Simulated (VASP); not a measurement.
Wanted: the native input for a VASP 6.6.1 run.

* Task: single point
* Functional: PBEsol
* Potentials or basis: VASP PAW PBE potentials, release 64 (Si, Ge_d)
* Cutoff: 520 eV
* k mesh: 12 × 12 × 6
* Occupations: gaussian, width 0.02 eV
* Spin: no spin polarisation
* Dipole correction: no
* Further INCAR settings: ALGO = Normal; EDIFF = 1e-06; NBANDS = 26

The structure of SiGe lies in POSCAR:

```
SiGe
1.0
    3.9536227912      0.0000000000      0.0000000000
   -1.9768113956      3.4239377742      0.0000000000
    0.0000000000      0.0000000000      6.5317472013
Si Ge
2 2
Direct
    0.6666666667      0.3333333333      0.8746033058
    0.3333333333      0.6666666667      0.3746033058
    0.6666666667      0.3333333333      0.5003956942
    0.3333333333      0.6666666667      0.0003956942
```

These files were run (other wordings do the same):

INCAR

```
SYSTEM = SiGe
  PREC = Accurate
  ENCUT = 520
  EDIFF = 1E-6
  ISMEAR = 0
  SIGMA = 0.02
  LREAL = .False.
  LASPH = .True.
  NELM = 100
  ALGO = Normal
  ISIF = 2
  LWAVE = .False.
  LCHARG = .False.
  GGA = PS
  NBANDS = 26
```

KPOINTS

```
regular mesh
0
Gamma
  12 12 6
  0 0 0
```

Potentials or basis: VASP PAW PBE potentials, release 64 (Si, Ge_d).

The run is started by

```bash
$ cat potpaw_PBE.64/Si/POTCAR potpaw_PBE.64/Ge_d/POTCAR > POTCAR
$ mpirun -np 1 vasp_std > vasp.out
```

It gave:

```
Pressure               : -3.0 GPa
Largest force          : 0.006 eV/Å
Band gap on the k mesh : 0.30 eV
```

Caveat: the cell stands under tension; the PAW data sets were made with another functional, which shifts forces and pressure a little.

It took 2.1 min on 1 thread of Intel(R) Xeon(R) Platinum 8259CL CPU @ 2.50GHz (Skylake/Cascade Lake) (shared host), peak memory 0.29 GiB.
